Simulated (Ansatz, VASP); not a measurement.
**Two plane-wave programs on As**

```xyz
2
Lattice="1.8906 1.0916 3.3673 -1.8906 1.0916 3.3673 0.0000 -2.1831 3.3673" Properties=species:S:1:pos:R:3 pbc="T T T"
As    0.0000    0.0000    2.3253
As    0.0000    0.0000    7.7766
```

Alike in both runs: functional PBEsol; k mesh 18 × 18 × 18; occupations gaussian, width 0.1 eV; no spin polarisation.

Ansatz relaxed the structure, and its values are those at the end. VASP's run is a single point on that final structure, the one shown.

|  | VASP | Ansatz |
| --- | --- | --- |
| version | VASP 6.6.1 | Ansatz 0.2.0 |
| potentials or method | VASP PAW PBE potentials, release 64 (As), cutoff 520 eV | scalar-relativistic, plane waves, PAW |
| valence electrons in the cell | 10 | 30 |

Ansatz gave:

- gap on the k mesh at the Fermi level (eV): none
- pressure (GPa): 0.0
- rms of the force components (eV/Å): 0.000

What did VASP give for the same quantities?

gap on the k mesh at the Fermi level (eV): none; pressure (GPa): 0.4; rms of the force components (eV/Å): 0.032.

VASP's potentials were made for PBE, not for PBEsol. A gap of «none» marks a metal or a gap that the smearing closes. VASP's potentials hold 10 valence electrons a cell and Ansatz's 30, so a difference there can come from the potentials and not from the codes.
